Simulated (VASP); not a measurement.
# LiH (zincblende type): electric field gradients with LDA

Crystal: LiH (zincblende type).

```
CELL_PARAMETERS angstrom
0.00000 2.15906 2.15906
2.15906 0.00000 2.15906
2.15906 2.15906 0.00000
ATOMIC_POSITIONS crystal
Li 0.00000 0.00000 0.00000
H 0.25000 0.25000 0.25000
```

```json
{
 "Program": "VASP 6.6.1",
 "Task": "electric field gradients",
 "Functional": "LDA",
 "Potentials or basis": "VASP PAW LDA potentials, release 64 (Li_sv, H)",
 "Cutoff": "520 eV",
 "k mesh": "13 × 13 × 13",
 "Occupations": "methfessel-paxton, width 0.005 eV",
 "Spin": "no spin polarisation",
 "Dipole correction": "no",
 "Further INCAR settings": "ALGO = Normal; EDIFF = 1e-08; NBANDS = 9"
}
```

```
Band gap on the k mesh                  : 4.04 eV (least direct gap 5.00 eV)
Largest electric field gradient by atom : zero within the noise of the run
```

Levels at points of the mesh, in eV from the valence-band top:
```
           k point  band 1  band 2  band 3  band 4  band 5
(0.00, 0.00, 0.00)  -42.48   -3.69   12.94   16.64   16.64
```

Run time: 17 s on 1 thread of Intel Xeon 8259CL, on a shared host, peak memory 0.13 GiB.

Caveat: an odd mesh through Γ misses points on the zone boundary, where band edges can lie.
